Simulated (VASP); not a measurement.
Input of a VASP 6.6.1 run:

INCAR

```
PREC = Accurate
ENCUT = 600
EDIFF = 1E-6
ISMEAR = 0
SIGMA = 0.02
LREAL = F
LASPH = T
NELM = 60
ALGO = Normal
ISIF = 3
LWAVE = F
LCHARG = F
GGA = PE
IBRION = 2
NSW = 100
EDIFFG = -0.01
```

File KPOINTS:

```
Automatic mesh
0
Gamma
  8 8 6
```

Contents of POSCAR:

```
ZnH2
1.0
    2.8379283646      0.0000000000      0.0000000000
    0.0000000000      2.8379283646      0.0000000000
    0.0000000000      0.0000000000      5.1687568959
Zn H
1 2
Direct
    0.0000000000      0.0000000000      0.5000000000
    0.0000000000      0.5000000000      0.6819701686
    0.5000000000      0.0000000000      0.3180298314
```

Potentials or basis: VASP PAW PBE potentials, release 64 (Zn, H).

Launch:

```bash
$ cat potpaw_PBE.64/Zn/POTCAR potpaw_PBE.64/H/POTCAR > POTCAR
$ mpirun -np 1 vasp_std > vasp.out
```

**Question.** Estimate the space group after relaxing (to 0.05 Å).

**Answer.** P-4m2 (No. 115).

**Question.** What does it give for the relaxed cell?

**Answer.** a = 2.840 Å, b = 2.840 Å, c = 5.172 Å, α = 90.00°, β = 90.00°, γ = 90.00°.

**Question.** What does it give for the relaxed volume?

**Answer.** 13.91 Å³/atom.

Forces in eV/Å, atoms in the order of the input:
```
Zn   0.000  0.000  0.000
H    0.000  0.000  0.007
H    0.000  0.000 -0.007
```
